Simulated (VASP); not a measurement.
# WAu (F-43m) in VASP: a series of runs, part 2 of 3

VASP 6.6.1.

## 4. Single point, PBE (volume scaled by 0.94)

Input file INCAR:

```
  ALGO = Normal
  EDIFF = 1E-6
  ENCUT = 520
  GGA = PE
  ISIF = 2
  ISMEAR = -1
  LASPH = True
  LCHARG = False
  LREAL = False
  LWAVE = False
  NBANDS = 20
  NELM = 80
  PREC = Accurate
  SIGMA = 0.05
```

Input file KPOINTS:

```
k-points
0
Gamma
  8 8 8
```

Input file POSCAR:

```
WAu
1.0
    0.0000000000      2.6918823101      2.6918823101
    2.6918823101      0.0000000000      2.6918823101
    2.6918823101      2.6918823101      0.0000000000
W Au
1 1
Direct
    0.0000000000      0.0000000000      0.0000000000
    0.7500000000      0.7500000000      0.7500000000
```

Potentials or basis: VASP PAW PBE potentials, release 64 (W_sv, Au).

Started as:

```
$ cat potpaw_PBE.64/W_sv/POTCAR potpaw_PBE.64/Au/POTCAR > POTCAR
$ mpirun -np 1 vasp_std > vasp.out
```

OUTCAR:

```text
EDIFF = 1E-6
   ENCUT = 520
   GGA = PE
   ISIF = 2
   ISMEAR = -1
   LASPH = True
   LREAL = False
   NELM = 80
   PREC = Accurate

 ion  position               nearest neighbor table
   1  0.000  0.000  0.000-   2 2.33   2 2.33   2 2.33   2 2.33
   2  0.750  0.750  0.750-   1 2.33   1 2.33   1 2.33   1 2.33

  LATTYP: Found a face centered cubic cell.
 ALAT       =     5.3837646202

  Lattice vectors:

 A1 = (   0.0000000000,   2.6918823101,   2.6918823101)
 A2 = (   2.6918823101,   0.0000000000,   2.6918823101)
 A3 = (   2.6918823101,   2.6918823101,   0.0000000000)

Analysis of symmetry for initial positions (statically):
=====================================================================
 Subroutine PRICEL returns:
 Original cell was already a primitive cell.

 Routine SETGRP: Setting up the symmetry group for a
 face centered cubic supercell.

 Subroutine GETGRP returns: Found 24 space group operations
 (whereof 24 operations were pure point group operations)
 out of a pool of 48 trial point group operations.

The static configuration has the point symmetry T_d .

Analysis of symmetry for dynamics (positions and initial velocities):
=====================================================================
 Subroutine PRICEL returns:
 Original cell was already a primitive cell.

 Routine SETGRP: Setting up the symmetry group for a
 face centered cubic supercell.

 Subroutine GETGRP returns: Found 24 space group operations
 (whereof 24 operations were pure point group operations)
 out of a pool of 48 trial point group operations.

The dynamic configuration has the point symmetry T_d .

 Subroutine INISYM returns: Found 24 space group operations
 (whereof 24 operations are pure point group operations),
 and found     1 'primitive' translations

[... 105 lines left out ...]
   NELECT =      25.0000    total number of electrons
   NUPDOWN=      -1.0000    fix difference up-down
   EMIN   =  10.00;   EMAX   =-10.00  energy-range for DOS
   EFERMI =   0.00;   METHOD = LEGACY
   ISMEAR =    -1;   SIGMA  =   0.05  broadening in eV -4-tet -1-fermi 0-gaus
   EFERMI_NEDOS =   21; number of points for ismear=-14 and -15
   IALGO  =     38    algorithm
   IMIX   =      4    mixing-type and parameters
     AMIX     =   0.40;   BMIX     =  1.00
     AMIX_MAG =   1.60;   BMIX_MAG =  1.00
  volume/ion in A,a.u.               =      19.51       131.63
  Fermi-wavevector in a.u.,A,eV,Ry     =   1.411417  2.667192 27.104149  1.992099
  Thomas-Fermi vector in A             =   2.533271
   LORBIT       =      0    0 simple, 1 ext, 2 COOP (PROOUT), +10 PAW based schemes
   GGA     = PE    functional components
   LHFCALC =     F    Hartree Fock is set to
   AEXX    =    0.0000 exact exchange contribution
   IVDW    =     0    specifies the selected vdW correction
   LEPSILON=     F    determine dielectric tensor
   LRPA    =     F    only Hartree local field effects (RPA)
 non-spin polarized calculation
  energy-cutoff  :      520.00
  volume of cell :       39.01
 maximum number of plane-waves:      1067
   NGX = 15   NGY = 15   NGZ = 15

 number of electron      25.0000000 magnetization

 Free energy of the ion-electron system (eV)
  ---------------------------------------------------
  ext. energy  EPLUGINS =         0.00000000
  ---------------------------------------------------
  free energy    TOTEN  =       -10.98613738 eV

  energy without entropy =      -10.97050856  energy(sigma->0) =      -10.97832297

 E-fermi :   8.4073     XC(G=0): -11.8753

 val. band max:        8.3742065486   @ k =  -0.3750   0.2500   0.1250
 cond. band min:       8.4731538242   @ k =   0.3750   0.2500   0.0000
 fundamental gap:      0.0989472756
 Fermi energy:         8.4073049352

 k-point     1 :       0.0000    0.0000    0.0000
  band No.  band energies     occupation
      1     -65.5238      2.00000
      2     -29.8902      2.00000
      3     -29.8902      2.00000
      4     -29.8902      2.00000
      5      -0.4655      2.00000
      6       1.3422      2.00000
[... 541 lines left out ...]
     19      19.2867      0.00000
     20      23.4223      0.00000

 [... further k-points ...]

------------------------ aborting loop because EDIFF is reached ----------------------------------------

  FORCE on cell =-STRESS in cart. coord.  units (eV):
  Direction    XX          YY          ZZ          XY          YZ          ZX
  --------------------------------------------------------------------------------------
  -------------------------------------------------------------------------------------
  Total       12.7262550     12.7262550     12.7262550      0.0000000      0.0000000      0.0000000
  in kB      522.6524658    522.6524658    522.6524658      0.0000000      0.0000000      0.0000000
  external PRESSURE =     522.6524658 kB  Pullay stress =       0.0000000 kB

 VOLUME and BASIS-vectors are now :
 -----------------------------------------------------------------------------
  energy-cutoff  :      520.00
  volume of cell :       39.01
      direct lattice vectors                 reciprocal lattice vectors
     0.000000000  2.691882310  2.691882310    -0.185743633  0.185743633  0.185743633
     2.691882310  0.000000000  2.691882310     0.185743633 -0.185743633  0.185743633
     2.691882310  2.691882310  0.000000000     0.185743633  0.185743633 -0.185743633

 POSITION                                       TOTAL-FORCE (eV/Angst)
 -----------------------------------------------------------------------------------
      0.00000      0.00000      0.00000         0.000000      0.000000      0.000000
      4.03782      4.03782      4.03782        -0.000000     -0.000000     -0.000000
 -----------------------------------------------------------------------------------
    total drift:                               -0.000000     -0.000000     -0.000000

  FREE ENERGIE OF THE ION-ELECTRON SYSTEM (eV)
  ---------------------------------------------------
  free  energy   TOTEN  =       -10.9861373835 eV

  energy  without entropy=      -10.9705085585  energy(sigma->0) =      -10.97832297
```

stdout:

```text
POSCAR found type information on POSCAR W Au
 POSCAR found :  2 types and       2 ions
 scaLAPACK will be used
 LDA part: xc-table for (Slater+PW92), standard interpolation
 POSCAR, INCAR and KPOINTS ok, starting setup
 FFT: planning ... GRIDC
 FFT: planning ... GRID_SOFT
 FFT: planning ... GRID
 WAVECAR not read
 entering main loop
```

Run time: 15 s. Hardware: 1 thread of Intel Xeon Platinum 8488C (Sapphire Rapids), shared host; peak memory 0.17 GiB.

What came out:

```yaml
Free_energy: -10.9861 eV
Pressure: 52.3 GPa
```

Caveat: spin-orbit coupling is left out, which moves the levels of the heavy elements.

## 5. Single point, PBE (volume scaled by 0.96)

Input file INCAR:

```
SYSTEM = WAu
PREC = Accurate
ENCUT = 520
EDIFF = 1E-7
ISMEAR = -1
SIGMA = 0.05
LREAL = .FALSE.
LASPH = .TRUE.
NELM = 60
ALGO = Normal
ISIF = 2
LWAVE = .FALSE.
LCHARG = .FALSE.
GGA = PE
NBANDS = 20
```

Input file KPOINTS:

```
regular mesh
0
G
  8 8 8
  0 0 0
```

Input file POSCAR:

```
WAu
1.0
    0.0000000000      2.7108398524      2.7108398524
    2.7108398524      0.0000000000      2.7108398524
    2.7108398524      2.7108398524      0.0000000000
W Au
1 1
Direct
    0.0000000000      0.0000000000      0.0000000000
    0.7500000000      0.7500000000      0.7500000000
```

Potentials or basis: VASP PAW PBE potentials, release 64 (W_sv, Au).

Started as:

```
$ cat potpaw_PBE.64/W_sv/POTCAR potpaw_PBE.64/Au/POTCAR > POTCAR
$ mpirun -np 1 vasp_std > vasp.out
```

OUTCAR:

```text
SYSTEM = WAu
   PREC = Accurate
   ENCUT = 520
   EDIFF = 1E-7
   ISMEAR = -1
   LREAL = .FALSE.
   LASPH = .TRUE.
   NELM = 60
   ISIF = 2
   GGA = PE

 ion  position               nearest neighbor table
   1  0.000  0.000  0.000-   2 2.35   2 2.35   2 2.35   2 2.35
   2  0.750  0.750  0.750-   1 2.35   1 2.35   1 2.35   1 2.35

  LATTYP: Found a face centered cubic cell.
 ALAT       =     5.4216797048

  Lattice vectors:

 A1 = (   0.0000000000,   2.7108398524,   2.7108398524)
 A2 = (   2.7108398524,   0.0000000000,   2.7108398524)
 A3 = (   2.7108398524,   2.7108398524,   0.0000000000)

Analysis of symmetry for initial positions (statically):
=====================================================================
 Subroutine PRICEL returns:
 Original cell was already a primitive cell.

 Routine SETGRP: Setting up the symmetry group for a
 face centered cubic supercell.

 Subroutine GETGRP returns: Found 24 space group operations
 (whereof 24 operations were pure point group operations)
[... 159 lines left out ...]
  ---------------------------------------------------
  free energy    TOTEN  =       -11.23878803 eV

  energy without entropy =      -11.22298160  energy(sigma->0) =      -11.23088482

 E-fermi :   8.1290     XC(G=0): -11.7611

 val. band max:        8.0953186089   @ k =  -0.3750   0.2500   0.1250
 cond. band min:       8.1923150234   @ k =   0.3750   0.2500   0.0000
 fundamental gap:      0.0969964145
 Fermi energy:         8.1289658243

 k-point     1 :       0.0000    0.0000    0.0000
  band No.  band energies     occupation
      1     -65.8392      2.00000
      2     -30.1844      2.00000
      3     -30.1844      2.00000
      4     -30.1844      2.00000
      5      -0.6160      2.00000
      6       1.2006      2.00000
[... 541 lines left out ...]
     19      18.8975      0.00000
     20      22.9464      0.00000

 [... further k-points ...]

------------------------ aborting loop because EDIFF is reached ----------------------------------------

  FORCE on cell =-STRESS in cart. coord.  units (eV):
  Direction    XX          YY          ZZ          XY          YZ          ZX
  --------------------------------------------------------------------------------------
  -------------------------------------------------------------------------------------
  Total       11.2457843     11.2457843     11.2457843     -0.0000000     -0.0000000     -0.0000000
  in kB      452.2293571    452.2293571    452.2293571     -0.0000000     -0.0000000     -0.0000000
  external PRESSURE =     452.2293571 kB  Pullay stress =       0.0000000 kB

 VOLUME and BASIS-vectors are now :
 -----------------------------------------------------------------------------
  energy-cutoff  :      520.00
  volume of cell :       39.84
      direct lattice vectors                 reciprocal lattice vectors
     0.000000000  2.710839852  2.710839852    -0.184444684  0.184444684  0.184444684
     2.710839852  0.000000000  2.710839852     0.184444684 -0.184444684  0.184444684
     2.710839852  2.710839852  0.000000000     0.184444684  0.184444684 -0.184444684

 POSITION                                       TOTAL-FORCE (eV/Angst)
 -----------------------------------------------------------------------------------
      0.00000      0.00000      0.00000        -0.000000      0.000000      0.000000
      4.06626      4.06626      4.06626         0.000000     -0.000000     -0.000000
 -----------------------------------------------------------------------------------
    total drift:                                0.000001      0.000001      0.000001

  FREE ENERGIE OF THE ION-ELECTRON SYSTEM (eV)
  ---------------------------------------------------
  free  energy   TOTEN  =       -11.2387880347 eV

  energy  without entropy=      -11.2229815966  energy(sigma->0) =      -11.23088482
```

OSZICAR:

```text
N       E                     dE             d eps       ncg     rms          rms(c)
DAV:   1     0.198328015126E+03    0.19833E+03   -0.12862E+04  1160   0.129E+03
DAV:   2    -0.674878939271E+01   -0.20508E+03   -0.19859E+03  1256   0.359E+02
DAV:   3    -0.124502355855E+02   -0.57014E+01   -0.56541E+01  1332   0.592E+01
DAV:   4    -0.125027128131E+02   -0.52477E-01   -0.52469E-01  1292   0.584E+00
DAV:   5    -0.125035718728E+02   -0.85906E-03   -0.85906E-03  1304   0.752E-01    0.214E+01
DAV:   6    -0.114553490046E+02    0.10482E+01   -0.29471E+00  1232   0.144E+01    0.113E+01
DAV:   7    -0.112898941117E+02    0.16545E+00   -0.62162E-01  1252   0.674E+00    0.379E+00
DAV:   8    -0.112437100197E+02    0.46184E-01   -0.80128E-02  1244   0.259E+00    0.120E+00
DAV:   9    -0.112388033359E+02    0.49067E-02   -0.81981E-03  1248   0.754E-01    0.115E-01
DAV:  10    -0.112387757155E+02    0.27620E-04   -0.36223E-04  1260   0.172E-01    0.535E-02
DAV:  11    -0.112387883690E+02   -0.12654E-04   -0.21179E-05  1304   0.394E-02    0.792E-03
DAV:  12    -0.112387879849E+02    0.38410E-06   -0.52922E-07  1292   0.652E-03    0.202E-03
DAV:  13    -0.112387880347E+02   -0.49762E-07   -0.55336E-08   756   0.210E-03
   1 F= -.11238788E+02 E0= -.11230885E+02  d E =-.158064E-01
```

stdout:

```text
POSCAR found type information on POSCAR W Au
 POSCAR found :  2 types and       2 ions
 scaLAPACK will be used
 LDA part: xc-table for (Slater+PW92), standard interpolation
 POSCAR, INCAR and KPOINTS ok, starting setup
 FFT: planning ... GRIDC
 FFT: planning ... GRID_SOFT
 FFT: planning ... GRID
 WAVECAR not read
 entering main loop
```

It took 22 s on 1 thread of Intel Xeon Platinum 8488C (Sapphire Rapids), shared host; peak memory 0.18 GiB.

What came out:

| Quantity | Value |
| --- | --- |
| Free energy | -11.2388 eV |
| Pressure | 45.2 GPa |

Caveat: spin-orbit coupling is left out, which moves the levels of the heavy elements.

[end of part 2 of 3]
